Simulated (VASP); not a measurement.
A run of VASP 6.6.1 is set up as follows.

POSCAR

```
MgO
1.0
    3.4841042127      0.0000000000      0.0000000000
   -1.7420521064      3.0173227576      0.0000000000
    0.0000000000      0.0000000000      4.1856875957
Mg O
2 2
Direct
    0.6666666667      0.3333333333      0.7500000000
    0.3333333333      0.6666666667      0.2500000000
    0.7009777518      0.2395937055      0.2500000000
    0.3333333333      0.6666666667      0.7500000000
```

INCAR.step1

```
PREC     = Accurate       # precision mode
ENCUT    = 520            # plane-wave cutoff, eV
ISMEAR   = 0              # smearing method
SIGMA    = 0.05           # smearing width, eV
LREAL    = False          # projectors in reciprocal space
LASPH    = True           # aspherical terms in the spheres
NELM     = 80             # most SCF steps
NBANDS   = 16             # bands
GGA      = PE             # functional
ALGO     = Normal         # electronic algorithm
EDIFF    = 1E-4           # SCF threshold, eV
LWAVE    = True           # write WAVECAR
LCHARG   = False          # write CHGCAR
```

INCAR.step2

```
PREC     = Accurate       # precision mode
ENCUT    = 520            # plane-wave cutoff, eV
EDIFF    = 1E-6           # SCF threshold, eV
ISMEAR   = 0              # smearing method
SIGMA    = 0.05           # smearing width, eV
LREAL    = False          # projectors in reciprocal space
LASPH    = True           # aspherical terms in the spheres
NELM     = 80             # most SCF steps
ALGO     = Normal         # electronic algorithm
ISIF     = 2              # what is computed and relaxed
LWAVE    = False          # write WAVECAR
LCHARG   = True           # write CHGCAR
METAGGA  = R2SCAN         # meta-GGA
LMIXTAU  = True         
LELF     = True           # ELF
LVHAR    = True         
NBANDS   = 16             # bands
ISTART   = 1
```

File KPOINTS:

```
Automatic mesh
0
Gamma
  6 6 6
```

Potentials or basis: VASP PAW PBE potentials, release 64 (Mg, O).

The run is started by

```bash
$ cat potpaw_PBE.64/Mg/POTCAR potpaw_PBE.64/O/POTCAR > POTCAR
$ cp INCAR.step1 INCAR
$ mpirun -np 1 vasp_std > vasp.out
$ cp INCAR.step2 INCAR
$ mpirun -np 1 vasp_std > vasp.out
```

(1) Predict the pressure.

(2) Predict the largest force.

(3) Predict the band gap on the k mesh.

## Answers

(1) 5.5 GPa.

(2) 4.256 eV/Å.

(3) 3.76 eV.

Caveat: the cell differs from its parent crystal (atom 3 (O) moved +0.400 Å along Cartesian [1 -1 0]); the cell stands under pressure; the PAW data sets were made with another functional, which shifts forces and pressure a little.
